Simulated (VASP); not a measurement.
# Bi2Te (Immm) in VASP: single point with PBE

Aim: the single point of Bi2Te with PBE.

Program: VASP 6.6.1. These are calculated values, not measurements. Logs are shortened: lines on timing, memory, paths and dates and some standing lists are left out, and cuts for length are marked.

## 1. The cell of the first run

Symmetry: Immm, No. 71, orthorhombic system. Conventional cell: a = 6.203 Å, b = 6.213 Å, c = 6.257 Å, α = 90.00°, β = 90.00°, γ = 90.00°. Bi (site symmetry mmm) has 2 Te at 3.11 Å and 2 Bi at 3.13 Å within 4.1 Å. Bi (site symmetry mmm) has 2 Te at 3.10 Å and 2 Bi at 3.13 Å within 4.1 Å. Te (site symmetry mmm) has 4 Bi at 3.10 to 3.11 Å within 4.1 Å.

## 2. Single point, PBE

File INCAR:

```
SYSTEM = Bi2Te
ALGO = Fast
EDIFF = 1E-7
ENCUT = 520
GGA = PE
ISIF = 2
ISMEAR = 0
LASPH = .True.
LCHARG = .False.
LREAL = .False.
LWAVE = .False.
NBANDS = 25
NELM = 100
PREC = Accurate
SIGMA = 0.1
```

File KPOINTS:

```
k-points
0
Gamma
  4 4 4
  0 0 0
```

File POSCAR:

```
Bi2Te
1.0
   -3.1013485284      3.1065281504      3.1285674673
    3.1013485284     -3.1065281504      3.1285674673
    3.1013485284      3.1065281504     -3.1285674673
Bi Te
2 1
Direct
    0.5000000000      0.5000000000      0.0000000000
    0.0000000000      0.0000000000      0.0000000000
    0.0000000000      0.5000000000      0.5000000000
```

Potentials or basis: VASP PAW PBE potentials, release 64 (Bi_d, Te).

The run is started by

```
$ cat potpaw_PBE.64/Bi_d/POTCAR potpaw_PBE.64/Te/POTCAR > POTCAR
$ mpirun -np 1 vasp_std > vasp.out
```

OUTCAR:

```text
SYSTEM = Bi2Te
   EDIFF = 1E-7
   ENCUT = 520
   GGA = PE
   ISIF = 2
   ISMEAR = 0
   LASPH = .True.
   LREAL = .False.
   NELM = 100
   PREC = Accurate

 ion  position               nearest neighbor table
   1  0.500  0.500  0.000-   3 3.11   3 3.11   2 3.13   2 3.13
   2  0.000  0.000  0.000-   3 3.10   3 3.10   1 3.13   1 3.13
   3  0.000  0.500  0.500-   2 3.10   2 3.10   1 3.11   1 3.11

  LATTYP: Found a body centered orthorhombic cell.
 ALAT       =     6.2026970568
 B/A-ratio  =     1.0016701193
 C/A-ratio  =     1.0087764850

  Lattice vectors:

 A1 = (  -3.1013485284,   3.1065281504,   3.1285674673)
 A2 = (   3.1013485284,  -3.1065281504,   3.1285674673)
 A3 = (   3.1013485284,   3.1065281504,  -3.1285674673)

Analysis of symmetry for initial positions (statically):
=====================================================================
 Subroutine PRICEL returns:
 Original cell was already a primitive cell.

 Routine SETGRP: Setting up the symmetry group for a
 body centered orthorhombic supercell.

 Subroutine GETGRP returns: Found  8 space group operations
 (whereof  8 operations were pure point group operations)
 out of a pool of  8 trial point group operations.

The static configuration has the point symmetry D_2h.

Analysis of symmetry for dynamics (positions and initial velocities):
=====================================================================
 Subroutine PRICEL returns:
 Original cell was already a primitive cell.

 Routine SETGRP: Setting up the symmetry group for a
 body centered orthorhombic supercell.

 Subroutine GETGRP returns: Found  8 space group operations
 (whereof  8 operations were pure point group operations)
 out of a pool of  8 trial point group operations.

The dynamic configuration has the point symmetry D_2h.

 Subroutine INISYM returns: Found  8 space group operations
 (whereof  8 operations are pure point group operations),
 and found     1 'primitive' translations

----------------------------------------------------------------------------------------

                                     Primitive cell

  volume of cell :     120.5678

[... 76 lines left out ...]
   ICHARG =      2    charge: 1-file 2-atom 10-const
   ISPIN  =      1    spin polarized calculation?
   LNONCOLLINEAR =      F non collinear calculations
   LSORBIT =      F    spin-orbit coupling
   LASPH  =      T    aspherical Exc in radial PAW
   ENCUT  =  520.0 eV  38.22 Ry    6.18 a.u.  10.02 10.02 10.02*2*pi/ulx,y,z
   NELM   =    100;   NELMIN=  2; NELMDL= -5     # of ELM steps
   EDIFF  = 0.1E-06   stopping-criterion for ELM
   LREAL  =      F    real-space projection
   EDIFFG = 0.1E-05   stopping-criterion for IOM
   NSW    =      0    number of steps for IOM
   IBRION =     -1    ionic relax: 0-MD 1-quasi-New 2-CG
   NFREE  =      0    steps in history (QN), initial steepest desc. (CG)
   ISIF   =      2    stress and relaxation
   ISYM   =      2    0-nonsym 1-usesym 2-fastsym
   POTIM  = 0.5000    time-step for ionic-motion
   TEBEG  =    0.0;   TEEND  =   0.0 temperature during run
   PSTRESS=    0.0 pullay stress
   NELECT =      36.0000    total number of electrons
   NUPDOWN=      -1.0000    fix difference up-down
   EMIN   =  10.00;   EMAX   =-10.00  energy-range for DOS
   EFERMI =   0.00;   METHOD = LEGACY
   ISMEAR =     0;   SIGMA  =   0.10  broadening in eV -4-tet -1-fermi 0-gaus
   EFERMI_NEDOS =   21; number of points for ismear=-14 and -15
   IALGO  =     68    algorithm
   IMIX   =      4    mixing-type and parameters
     AMIX     =   0.40;   BMIX     =  1.00
     AMIX_MAG =   1.60;   BMIX_MAG =  1.00
  volume/ion in A,a.u.               =      40.19       271.21
  Fermi-wavevector in a.u.,A,eV,Ry     =   1.094205  2.067747 16.290034  1.197284
  Thomas-Fermi vector in A             =   2.230505
   LORBIT       =      0    0 simple, 1 ext, 2 COOP (PROOUT), +10 PAW based schemes
   GGA     = PE    functional components
   LHFCALC =     F    Hartree Fock is set to
   AEXX    =    0.0000 exact exchange contribution
   IVDW    =     0    specifies the selected vdW correction
   LEPSILON=     F    determine dielectric tensor
   LRPA    =     F    only Hartree local field effects (RPA)
 non-spin polarized calculation
 RMM-DIIS sequential band-by-band and
 Gauss-broadening in eV      SIGMA  =   0.10
  energy-cutoff  :      520.00
  volume of cell :      120.57
 maximum number of plane-waves:      3300
   NGX = 21   NGY = 21   NGZ = 21

 number of electron      35.9999986 magnetization

 Free energy of the ion-electron system (eV)
  ---------------------------------------------------
  ext. energy  EPLUGINS =         0.00000000
  ---------------------------------------------------
  free energy    TOTEN  =        -9.68982223 eV

  energy without entropy =       -9.66367369  energy(sigma->0) =       -9.67674796

 E-fermi :   4.5416     XC(G=0):  -8.6856

 val. band max:        4.5287754026   @ k =  -0.2500   0.5000   0.2500
 cond. band min:       4.6143705785   @ k =   0.5000   0.2500   0.0000
 fundamental gap:      0.0855951759
 Fermi energy:         4.5415926487

 k-point     1 :       0.0000    0.0000    0.0000
  band No.  band energies     occupation
      1     -18.6014      2.00000
      2     -18.4208      2.00000
      3     -18.4187      2.00000
      4     -18.3440      2.00000
      5     -18.3357      2.00000
      6     -18.3252      2.00000
[... 493 lines left out ...]
     24      10.9195      0.00000
     25      11.1361      0.00000

------------------------ aborting loop because EDIFF is reached ----------------------------------------

  FORCE on cell =-STRESS in cart. coord.  units (eV):
  Direction    XX          YY          ZZ          XY          YZ          ZX
  --------------------------------------------------------------------------------------
  -------------------------------------------------------------------------------------
  Total       -0.0394817     -0.1129308     -0.1284799      0.0000000      0.0000000      0.0000000
  in kB       -0.5246559     -1.5006925     -1.7073179      0.0000000      0.0000000      0.0000000
  external PRESSURE =      -1.2442221 kB  Pullay stress =       0.0000000 kB

 VOLUME and BASIS-vectors are now :
 -----------------------------------------------------------------------------
  energy-cutoff  :      520.00
  volume of cell :      120.57
      direct lattice vectors                 reciprocal lattice vectors
    -3.101348528  3.106528150  3.128567467     0.000000000  0.160951382  0.159817554
     3.101348528 -3.106528150  3.128567467     0.161220190  0.000000000  0.159817554
     3.101348528  3.106528150 -3.128567467     0.161220190  0.160951382  0.000000000

 POSITION                                       TOTAL-FORCE (eV/Angst)
 -----------------------------------------------------------------------------------
      0.00000      0.00000      3.12857         0.000000     -0.000000     -0.000000
      0.00000      0.00000      0.00000        -0.000000      0.000000      0.000000
      3.10135      0.00000      0.00000        -0.000000      0.000000      0.000000
 -----------------------------------------------------------------------------------
    total drift:                               -0.000000     -0.000000      0.000000

  FREE ENERGIE OF THE ION-ELECTRON SYSTEM (eV)
  ---------------------------------------------------
  free  energy   TOTEN  =        -9.6898222303 eV

  energy  without entropy=       -9.6636736893  energy(sigma->0) =       -9.67674796
```

OSZICAR:

```text
N       E                     dE             d eps       ncg     rms          rms(c)
DAV:   1     0.338136815587E+03    0.33814E+03   -0.17614E+04   900   0.147E+03
DAV:   2     0.208884819332E+02   -0.31725E+03   -0.31184E+03   925   0.395E+02
DAV:   3    -0.871045477568E+01   -0.29599E+02   -0.29244E+02  1121   0.138E+02
DAV:   4    -0.978987371016E+01   -0.10794E+01   -0.10770E+01  1095   0.289E+01
DAV:   5    -0.984704643868E+01   -0.57173E-01   -0.57170E-01  1363   0.600E+00    0.454E+00
RMM:   6    -0.968992104806E+01    0.15713E+00   -0.21992E-01  1014   0.258E+00    0.250E+00
RMM:   7    -0.968975663311E+01    0.16441E-03   -0.41098E-02  1114   0.102E+00    0.112E+00
RMM:   8    -0.968996821734E+01   -0.21158E-03   -0.68832E-03  1106   0.811E-01    0.836E-02
RMM:   9    -0.968973122633E+01    0.23699E-03   -0.24474E-03  1140   0.333E-01    0.409E-02
RMM:  10    -0.968980725425E+01   -0.76028E-04   -0.64713E-04  1468   0.216E-01    0.394E-02
RMM:  11    -0.968982144089E+01   -0.14187E-04   -0.98178E-05  1249   0.725E-02    0.125E-02
RMM:  12    -0.968982278325E+01   -0.13424E-05   -0.23968E-05  1419   0.351E-02    0.600E-03
RMM:  13    -0.968982285616E+01   -0.72909E-07   -0.33646E-06  1485   0.128E-02    0.387E-03
RMM:  14    -0.968982196676E+01    0.88940E-06   -0.80011E-07   951   0.600E-03    0.144E-03
RMM:  15    -0.968982218659E+01   -0.21983E-06   -0.25905E-07   767   0.445E-03    0.606E-04
RMM:  16    -0.968982223031E+01   -0.43718E-07   -0.85273E-08   646   0.259E-03
   1 F= -.96898222E+01 E0= -.96767480E+01  d E =-.261485E-01
```

stdout:

```text
POSCAR found type information on POSCAR BiTe
 POSCAR found :  2 types and       3 ions
 scaLAPACK will be used
 LDA part: xc-table for (Slater+PW92), standard interpolation
 POSCAR, INCAR and KPOINTS ok, starting setup
 FFT: planning ... GRIDC
 FFT: planning ... GRID_SOFT
 FFT: planning ... GRID
 WAVECAR not read
 entering main loop
```

Run time: 88 s. Hardware: 1 thread of AMD EPYC 7R43 (Zen 3), shared host; peak memory 0.22 GiB.

Results:

```
Free energy            : -9.6898 eV
Pressure               : -0.1 GPa
Band gap on the k mesh : zero (band 18 reaches 5.19 eV, above the bottom of band 19 at 3.98 eV)
```

Levels at points of the mesh, in eV from the Fermi level:
```csv
k point,band 14,band 15,band 16,band 17,band 18,band 19,band 20,band 21,band 22,band 23
"(0.00, 0.00, 0.00)",-3.72,-3.71,-3.23,-1.12,-0.14,-0.13,3.72,3.76,3.77,3.81
"(0.50, 0.00, 0.00)",-3.99,-2.20,-1.24,-0.73,-0.04,0.31,0.45,1.21,4.79,6.47
"(0.00, 0.50, 0.00)",-3.97,-2.20,-1.23,-0.74,-0.03,0.31,0.46,1.21,4.76,6.47
"(0.50, 0.50, 0.00)",-3.59,-1.93,-1.48,-0.97,-0.76,-0.56,0.78,1.86,5.65,6.36
"(0.50, 0.50, 0.50)",-4.62,-4.61,-4.41,-0.06,0.64,0.65,4.35,5.09,5.12,6.12
```

Caveat: spin-orbit coupling is left out, which moves the levels of the heavy elements.
